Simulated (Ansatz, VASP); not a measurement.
**Two plane-wave programs on PbS**

File INCAR:

```
SYSTEM = PbS
PREC = Accurate ; ENCUT = 520
EDIFF = 1E-8 ; ISMEAR = -1
SIGMA = 0.01 ; LREAL = .FALSE.
LASPH = .TRUE. ; NELM = 80
ALGO = Normal ; ISIF = 2
LWAVE = .FALSE. ; LCHARG = .FALSE.
GGA = CA ; LEFG = .TRUE.
NBANDS = 17
```

File KPOINTS:

```
Automatic mesh
0
G
  8 8 8
  0 0 0
```

File POSCAR:

```
PbS
1.0
    0.0000000000      2.9550835380      2.9550835380
    2.9550835380      0.0000000000      2.9550835380
    2.9550835380      2.9550835380      0.0000000000
Pb S
1 1
Direct
    0.0000000000      0.0000000000      0.0000000000
    0.5000000000      0.5000000000      0.5000000000
```

Input for Ansatz:

```yaml
crystal:
  lattice:
    - [0.0, 2.955083538, 2.955083538]
    - [2.955083538, 0.0, 2.955083538]
    - [2.955083538, 2.955083538, 0.0]
  atoms:
    - { symbol: Pb, position: [0.0, 0.0, 0.0] }
    - { symbol: S, position: [0.5, 0.5, 0.5] }
kpoints:
  mp_grid: { grid: [8, 8, 8] }
scf:
  occupations: { method: fermi_dirac, width: 0.01 }
hamiltonian:
  xc: lda
  pseudopotentials: { kind: paw }
output:
  forces: true
  stress: true
  eigenvalues: true
  efg: { contact_densities: true }
```

Change from the starting cell: volume scaled by 0.99, PAW files.

Alike in both runs: task electric field gradients; functional LDA; k mesh 8 × 8 × 8; occupations fermi-dirac, width 0.01 eV; no spin polarisation.

|  | VASP | Ansatz |
| --- | --- | --- |
| version | VASP 6.6.1 | Ansatz 0.2.0 |
| potentials or method | VASP PAW LDA potentials, release 64 (Pb_d, S) | PAW with Ansatz's default frozen-core files, scalar-relativistic |
| plane-wave cutoff (eV) | 520 | 420 |
| valence electrons in the cell | 20 | 20 |

|  | VASP | Ansatz | Ansatz less VASP |
| --- | --- | --- | --- |
| pressure (GPa) | -1.9 | -2.0 | -0.06 |

LDA's correlation is that of Perdew and Zunger in VASP and of Perdew and Wang (1992) in Ansatz.

Spin-orbit coupling is off throughout.
